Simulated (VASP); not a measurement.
# Ru (P6_3/mmc) in VASP: a series of runs

Runs on Ru. Level: PBEsol. Tasks: single point, relaxation of cell and atoms.

Program: VASP 6.6.1. These are calculated values, not measurements. Logs are shortened: lines on timing, memory, paths and dates and some standing lists are left out, and cuts for length are marked.

### Step 1. The cell of the first run

It takes space group P6_3/mmc (No. 194, hexagonal). Conventional cell: a = 2.689 Å, b = 2.689 Å, c = 4.294 Å, α = 90.00°, β = 90.00°, γ = 120.00°. Within 3.5 Å of Ru (site symmetry -6m2) lie 12 Ru at 2.65 to 2.69 Å.

### Step 2. Single point, PBEsol (strain along c alone, the other axes held: +1.0 %)

INCAR reads:

```
  PREC = Accurate
  ENCUT = 520
  EDIFF = 1E-6
  ISMEAR = 0
  SIGMA = 0.1
  LREAL = F
  LASPH = T
  NELM = 60
  ALGO = Fast
  ISIF = 2
  LWAVE = F
  LCHARG = F
  GGA = PS
  NBANDS = 21
```

KPOINTS reads:

```
regular mesh
0
Gamma
  24 24 12
```

POSCAR reads:

```
Ru
1.0
    2.6894812013      0.0000000000      0.0000000000
   -1.3447406006      2.3291590433      0.0000000000
    0.0000000000      0.0000000000      4.2944624790
Ru
2
Direct
    0.3333333333      0.6666666667      0.2500000000
    0.6666666667      0.3333333333      0.7500000000
```

Potentials or basis: VASP PAW PBE potentials, release 64 (Ru_pv).

The run is started by

```bash
> cat potpaw_PBE.64/Ru_pv/POTCAR > POTCAR
> mpirun -np 1 vasp_std > vasp.out
```

OUTCAR:

```text
PREC = Accurate
   ENCUT = 520
   EDIFF = 1E-6
   ISMEAR = 0
   LREAL = F
   LASPH = T
   NELM = 60
   ISIF = 2
   GGA = PS

 ion  position               nearest neighbor table
   1  0.333  0.667  0.250-   2 2.65   2 2.65   2 2.65   2 2.65   2 2.65   2 2.65
   2  0.667  0.333  0.750-   1 2.65   1 2.65   1 2.65   1 2.65   1 2.65   1 2.65

  LATTYP: Found a hexagonal cell.
 ALAT       =     2.6894812013
 C/A-ratio  =     1.5967624079

  Lattice vectors:

 A1 = (   2.6894812013,   0.0000000000,   0.0000000000)
 A2 = (  -1.3447406006,   2.3291590433,   0.0000000000)
 A3 = (   0.0000000000,   0.0000000000,   4.2944624790)

Analysis of symmetry for initial positions (statically):
=====================================================================
 Subroutine PRICEL returns:
 Original cell was already a primitive cell.

 Routine SETGRP: Setting up the symmetry group for a
 hexagonal supercell.

 Subroutine GETGRP returns: Found 24 space group operations
 (whereof 12 operations were pure point group operations)
 out of a pool of 24 trial point group operations.

The static configuration has the point symmetry D_3d.
 The point group associated with its full space group is D_6h.

Analysis of symmetry for dynamics (positions and initial velocities):
=====================================================================
 Subroutine PRICEL returns:
 Original cell was already a primitive cell.

 Routine SETGRP: Setting up the symmetry group for a
 hexagonal supercell.

 Subroutine GETGRP returns: Found 24 space group operations
 (whereof 12 operations were pure point group operations)
 out of a pool of 24 trial point group operations.

The dynamic configuration has the point symmetry D_3d.
 The point group associated with its full space group is D_6h.

 Subroutine INISYM returns: Found 24 space group operations
 (whereof 12 operations are pure point group operations),
 and found     1 'primitive' translations

----------------------------------------------------------------------------------------

                                     Primitive cell

  volume of cell :      26.9015

  direct lattice vectors                    reciprocal lattice vectors
     2.689481201  0.000000000  0.000000000     0.371818922  0.214669754  0.000000000
    -1.344740601  2.329159043  0.000000000     0.000000000  0.429339509  0.000000000
     0.000000000  0.000000000  4.294462479     0.000000000  0.000000000  0.232858013

  length of vectors
     2.689481201  2.689481201  4.294462479     0.429339509  0.429339509  0.232858013

  position of ions in fractional coordinates (direct lattice)
     0.333333333  0.666666667  0.250000000
     0.666666667  0.333333333  0.750000000

  ion indices of the primitive-cell ions
   primitive index   ion index
                 1           1
                 2           2

----------------------------------------------------------------------------------------

 KPOINTS: regular mesh

Automatic generation of k-mesh.
 Grid dimensions read from file:
 generate k-points for:   24   24   12

 Generating k-lattice:

  Cartesian coordinates                     Fractional coordinates (reciprocal lattice)
     0.015492455  0.008944573  0.000000000     0.041666667 -0.000000000  0.000000000
     0.000000000  0.017889146  0.000000000     0.000000000  0.041666667  0.000000000
     0.000000000  0.000000000  0.019404834     0.000000000  0.000000000  0.083333333

  Length of vectors
     0.017889146  0.017889146  0.019404834

  Shift w.r.t. Gamma in fractional coordinates (k-lattice)
     0.000000000  0.000000000  0.000000000

 Subroutine IBZKPT returns following result:
 ===========================================

 Found    427 irreducible k-points:

 Following reciprocal coordinates:
            Coordinates               Weight
  0.000000  0.000000  0.000000      1.000000
  0.041667  0.000000  0.000000      6.000000
  0.083333  0.000000  0.000000      6.000000
  0.125000  0.000000  0.000000      6.000000
  0.166667  0.000000  0.000000      6.000000
  0.208333  0.000000  0.000000      6.000000
[... 16 lines left out ...]
  0.416667  0.041667  0.000000     12.000000
  0.458333  0.041667  0.000000     12.000000
 [... further k-points ...]
   k-points           NKPTS =    427   k-points in BZ     NKDIM =    427   number of bands    NBANDS=     21
   number of dos      NEDOS =    301   number of ions     NIONS =      2
   total plane-waves  NPLWV =  12800
   dimension x,y,z NGX =    20 NGY =   20 NGZ =   32
   dimension x,y,z NGXF=    40 NGYF=   40 NGZF=   64
   ions per type =               2
   NGX,Y,Z   is equivalent  to a cutoff of  12.36, 12.36, 12.39 a.u.
   NGXF,Y,Z  is equivalent  to a cutoff of  24.73, 24.73, 24.78 a.u.
 SYSTEM =  unknown system
   PREC   = accura    normal or accurate (medium, high low for compatibility)
   ISTART =      0    job   : 0-new  1-cont  2-samecut
   ICHARG =      2    charge: 1-file 2-atom 10-const
   ISPIN  =      1    spin polarized calculation?
   LNONCOLLINEAR =      F non collinear calculations
   LSORBIT =      F    spin-orbit coupling
   LASPH  =      T    aspherical Exc in radial PAW
   ENCUT  =  520.0 eV  38.22 Ry    6.18 a.u.   5.00  5.00  7.98*2*pi/ulx,y,z
   NELM   =     60;   NELMIN=  2; NELMDL= -5     # of ELM steps
   EDIFF  = 0.1E-05   stopping-criterion for ELM
   LREAL  =      F    real-space projection
   EDIFFG = 0.1E-04   stopping-criterion for IOM
   NSW    =      0    number of steps for IOM
   IBRION =     -1    ionic relax: 0-MD 1-quasi-New 2-CG
   NFREE  =      0    steps in history (QN), initial steepest desc. (CG)
   ISIF   =      2    stress and relaxation
   ISYM   =      2    0-nonsym 1-usesym 2-fastsym
   POTIM  = 0.5000    time-step for ionic-motion
   TEBEG  =    0.0;   TEEND  =   0.0 temperature during run
   PSTRESS=    0.0 pullay stress
   NELECT =      28.0000    total number of electrons
   NUPDOWN=      -1.0000    fix difference up-down
   EMIN   =  10.00;   EMAX   =-10.00  energy-range for DOS
   EFERMI =   0.00;   METHOD = LEGACY
   ISMEAR =     0;   SIGMA  =   0.10  broadening in eV -4-tet -1-fermi 0-gaus
   EFERMI_NEDOS =   21; number of points for ismear=-14 and -15
   IALGO  =     68    algorithm
   IMIX   =      4    mixing-type and parameters
     AMIX     =   0.40;   BMIX     =  1.00
     AMIX_MAG =   1.60;   BMIX_MAG =  1.00
  volume/ion in A,a.u.               =      13.45        90.77
  Fermi-wavevector in a.u.,A,eV,Ry     =   1.659085  3.135216 37.450902  2.752564
  Thomas-Fermi vector in A             =   2.746555
   LORBIT       =      0    0 simple, 1 ext, 2 COOP (PROOUT), +10 PAW based schemes
   GGA     = PS    functional components
   LHFCALC =     F    Hartree Fock is set to
   AEXX    =    0.0000 exact exchange contribution
   IVDW    =     0    specifies the selected vdW correction
   LEPSILON=     F    determine dielectric tensor
   LRPA    =     F    only Hartree local field effects (RPA)
 non-spin polarized calculation
 RMM-DIIS sequential band-by-band and
 Gauss-broadening in eV      SIGMA  =   0.10
  energy-cutoff  :      520.00
  volume of cell :       26.90
 maximum number of plane-waves:       746
 NGX is ok and might be reduce to    20
   NGX =  9   NGY =  9   NGZ = 15

 number of electron      28.0000006 magnetization

 Free energy of the ion-electron system (eV)
  ---------------------------------------------------
  ext. energy  EPLUGINS =         0.00000000
  ---------------------------------------------------
  free energy    TOTEN  =       -20.33832286 eV

  energy without entropy =      -20.32914606  energy(sigma->0) =      -20.33373446

 E-fermi :  12.8882     XC(G=0): -14.3394

 val. band max:       12.8872704082   @ k =   0.2500   0.0833   0.0833
 cond. band min:      12.8888480454   @ k =   0.2083   0.1250   0.0833
 fundamental gap:      0.0015776372
 Fermi energy:        12.8881917233

 k-point     1 :       0.0000    0.0000    0.0000
  band No.  band energies     occupation
      1     -30.7557      2.00000
      2     -29.7888      2.00000
      3     -29.7888      2.00000
      4     -29.6210      2.00000
      5     -29.6210      2.00000
      6     -29.5923      2.00000
[... 13 lines left out ...]
     20      23.1345      0.00000
     21      23.2444      0.00000

 k-point     2 :       0.0417    0.0000    0.0000
  band No.  band energies     occupation
      1     -30.7496      2.00000
      2     -29.8025      2.00000
      3     -29.7933      2.00000
      4     -29.6352      2.00000
      5     -29.6229      2.00000
      6     -29.5950      2.00000
[... 13 lines left out ...]
     20      23.1345      0.00000
     21      23.2393      0.00000

 k-point     3 :       0.0833    0.0000    0.0000
  band No.  band energies     occupation
      1     -30.7313      2.00000
      2     -29.8425      2.00000
      3     -29.8065      2.00000
      4     -29.6768      2.00000
      5     -29.6286      2.00000
      6     -29.6030      2.00000
[... 13 lines left out ...]
     20      23.1345      0.00000
     21      23.2249      0.00000

 k-point     4 :       0.1250    0.0000    0.0000
  band No.  band energies     occupation
      1     -30.7016      2.00000
      2     -29.9061      2.00000
      3     -29.8272      2.00000
      4     -29.7421      2.00000
      5     -29.6380      2.00000
      6     -29.6165      2.00000
[... 13 lines left out ...]
     20      23.1346      0.00000
     21      23.2047      0.00000

 k-point     5 :       0.1667    0.0000    0.0000
  band No.  band energies     occupation
      1     -30.6614      2.00000
      2     -29.9891      2.00000
      3     -29.8535      2.00000
      4     -29.8260      2.00000
      5     -29.6507      2.00000
      6     -29.6355      2.00000
[... 13 lines left out ...]
     20      23.1344      0.00000
     21      23.1850      0.00000
[... 382 lines left out ...]
     20      23.1276      0.00000
     21      24.0270      0.00000

 k-point    22 :       0.3750    0.0417    0.0000
  band No.  band energies     occupation
      1     -30.5019      2.00000
      2     -30.3372      2.00000
      3     -30.3193      2.00000
      4     -30.0142      2.00000
      5     -29.8253      2.00000
      6     -29.7458      2.00000
[... 13 lines left out ...]
     20      23.6291      0.00000
     21      23.7130      0.00000

 k-point    23 :       0.4167    0.0417    0.0000
  band No.  band energies     occupation
      1     -30.5531      2.00000
      2     -30.3650      2.00000
      3     -30.2885      2.00000
      4     -30.0302      2.00000
      5     -29.8606      2.00000
      6     -29.7552      2.00000
[... 13 lines left out ...]
     20      24.3985      0.00000
     21      26.1279      0.00000

 k-point    24 :       0.4583    0.0417    0.0000
  band No.  band energies     occupation
      1     -30.5795      2.00000
      2     -30.3885      2.00000
      3     -30.2597      2.00000
      4     -30.0384      2.00000
      5     -29.8824      2.00000
      6     -29.7600      2.00000
[... 13 lines left out ...]
     20      24.8007      0.00000
     21      25.8077      0.00000

 [... further k-points ...]

------------------------ aborting loop because EDIFF is reached ----------------------------------------

  FORCE on cell =-STRESS in cart. coord.  units (eV):
  Direction    XX          YY          ZZ          XY          YZ          ZX
  --------------------------------------------------------------------------------------
  -------------------------------------------------------------------------------------
  Total       -0.2538887     -0.2538887     -1.2376994     -0.0000000     -0.0000000      0.0000000
  in kB      -15.1208970    -15.1208970    -73.7138808     -0.0000000     -0.0000000      0.0000000
  external PRESSURE =     -34.6518916 kB  Pullay stress =       0.0000000 kB

 VOLUME and BASIS-vectors are now :
 -----------------------------------------------------------------------------
  energy-cutoff  :      520.00
  volume of cell :       26.90
      direct lattice vectors                 reciprocal lattice vectors
     2.689481201  0.000000000  0.000000000     0.371818922  0.214669754  0.000000000
    -1.344740601  2.329159043  0.000000000     0.000000000  0.429339509  0.000000000
     0.000000000  0.000000000  4.294462479     0.000000000  0.000000000  0.232858013

 POSITION                                       TOTAL-FORCE (eV/Angst)
 -----------------------------------------------------------------------------------
     -0.00000      1.55277      1.07362        -0.000000      0.000000      0.000000
      1.34474      0.77639      3.22085         0.000000     -0.000000      0.000000
 -----------------------------------------------------------------------------------
    total drift:                                0.000000     -0.000000      0.000000

  FREE ENERGIE OF THE ION-ELECTRON SYSTEM (eV)
  ---------------------------------------------------
  free  energy   TOTEN  =       -20.3383228643 eV

  energy  without entropy=      -20.3291460593  energy(sigma->0) =      -20.33373446
```

It took 2.4 min on 1 thread of Intel Xeon Platinum 8259CL at 2.50GHz (Skylake/Cascade Lake), shared host; peak memory 0.29 GiB.

What came out:

```yaml
Free_energy: -20.3383 eV
Pressure: -3.5 GPa
Band_gap_on_the_k_mesh: zero (bands 14 and 15 overlap by 3.27 eV)
```

Stress tensor (GPa, compression positive):
```
-1.51  0.00  0.00
 0.00 -1.51  0.00
 0.00  0.00 -7.37
```

Levels at points of the mesh, in eV from the Fermi level:
```tsv
k point	band 11	band 12	band 13	band 14	band 15	band 16	band 17	band 18
(0.00, 0.00, 0.00)	-2.57	-1.98	-1.98	-1.36	-1.36	1.12	1.19	1.19
(0.50, 0.00, 0.00)	-2.19	-1.83	-1.62	1.50	1.91	1.91	4.11	6.17
(0.00, 0.00, 0.50)	-2.80	-2.80	-2.80	-2.80	0.54	0.54	0.54	0.54
(0.50, 0.00, 0.50)	-1.06	-1.06	0.42	0.42	1.75	1.75	3.39	3.39
```

Caveat: the cell differs from its parent crystal (strain along c alone, the other axes held: +1.0 %); the cell stands under tension; the PAW data sets were made with another functional, which shifts forces and pressure a little.

### Step 3. Single point, PBEsol (strain along c alone, the other axes held: +2.0 %)

INCAR is that of step 2.

KPOINTS reads:

```
Automatic mesh
0
Gamma
  24 24 12
```

Changes to POSCAR since step 2:

```diff
@@ -4,3 +4,3 @@
    -1.3447406006      2.3291590433      0.0000000000
-    0.0000000000      0.0000000000      4.2944624790
+    0.0000000000      0.0000000000      4.3369819095
 Ru
```

Potentials or basis: VASP PAW PBE potentials, release 64 (Ru_pv).

The run is started by

```bash
> cat potpaw_PBE.64/Ru_pv/POTCAR > POTCAR
> mpirun -np 1 vasp_std > vasp.out
```

It took 2.5 min on 1 thread of Intel Xeon Platinum 8259CL at 2.50GHz (Skylake/Cascade Lake), shared host; peak memory 0.29 GiB.

The run converged. Its results:

```
Free energy            : -20.3210 eV
Pressure               : -6.7 GPa
Band gap on the k mesh : zero (bands 14 and 15 overlap by 3.22 eV)
```

Stress tensor (GPa, compression positive):
```
 -3.23   0.00   0.00
  0.00  -3.23   0.00
  0.00   0.00 -13.54
```

Levels at points of the mesh, in eV from the Fermi level:
| k point | band 11 | band 12 | band 13 | band 14 | band 15 | band 16 | band 17 | band 18 |
| --- | --- | --- | --- | --- | --- | --- | --- | --- |
| (0.00, 0.00, 0.00) | -2.60 | -1.96 | -1.96 | -1.26 | -1.26 | 1.00 | 1.18 | 1.18 |
| (0.50, 0.00, 0.00) | -2.22 | -1.78 | -1.64 | 1.54 | 1.83 | 1.92 | 4.08 | 6.13 |
| (0.00, 0.00, 0.50) | -2.72 | -2.72 | -2.72 | -2.72 | 0.53 | 0.53 | 0.53 | 0.53 |
| (0.50, 0.00, 0.50) | -1.01 | -1.01 | 0.42 | 0.42 | 1.76 | 1.76 | 3.36 | 3.36 |

Caveat: the cell differs from its parent crystal (strain along c alone, the other axes held: +2.0 %); the cell stands under tension; the PAW data sets were made with another functional, which shifts forces and pressure a little.

### Step 4. Single point, PBEsol (strain along c alone, the other axes held: +3.0 %)

INCAR reads:

```
SYSTEM = Ru
ALGO     = Fast           ! electronic algorithm
EDIFF    = 1E-6           ! SCF threshold, eV
ENCUT    = 520            ! plane-wave cutoff, eV
GGA      = PS             ! functional
ISIF     = 2              ! what is computed and relaxed
ISMEAR   = 0              ! smearing method
LASPH    = .TRUE.         ! aspherical terms in the spheres
LCHARG   = .FALSE.        ! write CHGCAR
LREAL    = .FALSE.        ! projectors in reciprocal space
LWAVE    = .FALSE.        ! write WAVECAR
NBANDS   = 21             ! bands
NELM     = 60             ! most SCF steps
PREC     = Accurate       ! precision mode
SIGMA    = 0.1            ! smearing width, eV
```

KPOINTS reads:

```
k-points
0
G
  24 24 12
  0 0 0
```

Changes to POSCAR since step 3:

```diff
@@ -4,3 +4,3 @@
    -1.3447406006      2.3291590433      0.0000000000
-    0.0000000000      0.0000000000      4.3369819095
+    0.0000000000      0.0000000000      4.3795013400
 Ru
```

The run is started by

```bash
> cat potpaw_PBE.64/Ru_pv/POTCAR > POTCAR
> mpirun -np 1 vasp_std > vasp.out
```

It took 3 min on 1 thread of Intel Xeon Platinum 8259CL at 2.50GHz (Skylake/Cascade Lake), shared host; peak memory 0.29 GiB.

It converged, with:

```
Free energy            : -20.2939 eV
Pressure               : -9.6 GPa
Band gap on the k mesh : zero (bands 14 and 15 overlap by 3.10 eV)
```

Stress tensor (GPa, compression positive):
```
 -4.83   0.00   0.00
  0.00  -4.83   0.00
  0.00   0.00 -19.21
```

Levels at points of the mesh, in eV from the Fermi level:
```
           k point  band 11  band 12  band 13  band 14  band 15  band 16  band 17  band 18
(0.00, 0.00, 0.00)    -2.55    -1.94    -1.94    -1.17    -1.17     0.89     1.17     1.17
(0.50, 0.00, 0.00)    -2.24    -1.72    -1.67     1.57     1.76     1.93     4.05     6.09
(0.00, 0.00, 0.50)    -2.65    -2.65    -2.65    -2.65     0.52     0.52     0.52     0.52
(0.50, 0.00, 0.50)    -0.95    -0.95     0.42     0.42     1.78     1.78     3.33     3.33
```

Caveat: the cell differs from its parent crystal (strain along c alone, the other axes held: +3.0 %); the cell stands under tension; the PAW data sets were made with another functional, which shifts forces and pressure a little.

[end of part 1 of 3]
